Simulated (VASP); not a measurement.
CdTeS4:

```xyz
6
Lattice="-3.1283 3.1283 4.2792 3.1283 -3.1283 4.2792 3.1283 3.1283 -4.2792" Properties=species:S:1:pos:R:3 pbc="T T T"
Cd    0.0000    0.0000    0.0000
Te    0.0000    0.0000    4.2792
S     1.5642    1.5642    2.1396
S     1.5642    1.5642   -2.1396
S    -1.5642    1.5642    2.1396
S     1.5642   -1.5642    2.1396
```

The cell was built from a structure type or drawn by symmetry, and may not be a known phase.

- Program: VASP 6.6.1
- Task: relaxation of cell and atoms
- Functional: PBE
- Potentials or basis: VASP PAW PBE potentials, release 64 (Cd, Te, S)
- Cutoff: 600 eV
- k mesh: 4 × 4 × 4
- Occupations: gaussian, width 0.1 eV
- Spin: no spin polarisation

At the start: pressure -8.4 GPa; volume 27.92 Å³/atom.

Where does the relaxation end?

Over 7 steps the energy falls by 220.1 meV/atom and the volume is 22.49 Å³/atom (-19.5 %); space group I4/mmm (No. 139, to 0.1 Å) before and after.

Step by step:
| step | energy change (eV) | largest force (eV/Å) | pressure (GPa) | volume (Å³) |
| --- | --- | --- | --- | --- |
| 1 | 0.0000 | 0.0000 | -8.43 | 167.51 |
| 2 | -1.2108 | 0.0000 | 0.14 | 134.29 |
| 3 | -1.2131 | 0.0000 | 0.65 | 133.24 |
| 4 | -1.2993 | 0.0000 | 0.49 | 133.41 |
| 5 | -1.3193 | 0.0000 | 0.47 | 133.45 |
| 6 | -1.3195 | 0.0000 | 0.47 | 133.45 |
| 7 | -1.3205 | 0.0000 | -0.23 | 134.91 |

Final structure:
```
Cd Te S
1.0
    -3.02194    3.02194    3.69338
     3.02194   -3.02194    3.69338
     3.02194    3.02194   -3.69338
Cd Te S
1 1 4
Cartesian
  0.0000 0.0000 0.0000
  0.0000 0.0000 3.6934
  1.5110 1.5110 1.8467
  4.5329 -1.5110 1.8467
  -1.5110 1.5110 1.8467
  -1.5110 1.5110 5.5401
```

Caveat: the volume moved by over 15 % at a fixed basis, so the end points are rough.
